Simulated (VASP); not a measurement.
Write the native input for VASP 6.6.1 that does the following.

```
Task                   : single point
Functional             : LDA
Potentials or basis    : VASP PAW LDA potentials, release 64 (Co)
Cutoff                 : 520 eV
k mesh                 : 11 × 11 × 15
Occupations            : fermi-dirac, width 0.05 eV
Spin                   : collinear spin, ferromagnetic start
Starting moments       : [1.577, 1.603, 1.603] μB
Dipole correction      : no
Further INCAR settings : ALGO = Normal; EDIFF = 1e-07; NBANDS = 24
```

The structure of Co lies in POSCAR:

```
Co
1.0
    3.9557931010      0.0000000000      0.0000000000
   -1.9778965505      3.4258173176      0.0000000000
    0.0000000000      0.0000000000      2.4384677092
Co
3
Direct
    0.0000000000      0.0000000000      0.0000000000
    0.3333333333      0.6666666667      0.5000000000
    0.6666666667      0.3333333333      0.5000000000
```

This isn't the form of Co at room conditions, which is hcp.

The input as run:

INCAR

```
  PREC = Accurate
  ENCUT = 520
  EDIFF = 1E-7
  ISMEAR = -1
  SIGMA = 0.05
  LREAL = F
  LASPH = T
  NELM = 150
  ALGO = Normal
  ISIF = 2
  LWAVE = F
  LCHARG = T
  ISPIN = 2
  MAGMOM = 1.577 1.603 1.603
  LORBIT = 11
  LMAXMIX = 4
  GGA = CA
  LELF = T
  LVHAR = T
  NBANDS = 24
```

KPOINTS

```
regular mesh
0
Gamma
  11 11 15
```

Potentials or basis: VASP PAW LDA potentials, release 64 (Co).

Launch:

```console
$ cat potpaw_LDA.64/Co/POTCAR > POTCAR
$ mpirun -np 1 vasp_std > vasp.out
```

Results of the run:

```json
{
  "Pressure": "-17.6 GPa",
  "Net moment": "4.80 μB per cell",
  "Site moments": "Co +1.58, +1.61 (each value once) μB",
  "Valence electrons inside the program's atomic spheres": "Co 8.21, 8.31 (each value once)"
}
```

Caveat: the cell stands under tension.

Run time: 7.9 min on 1 thread of Intel Xeon 8259CL, with other jobs on the host, peak memory 0.25 GiB.
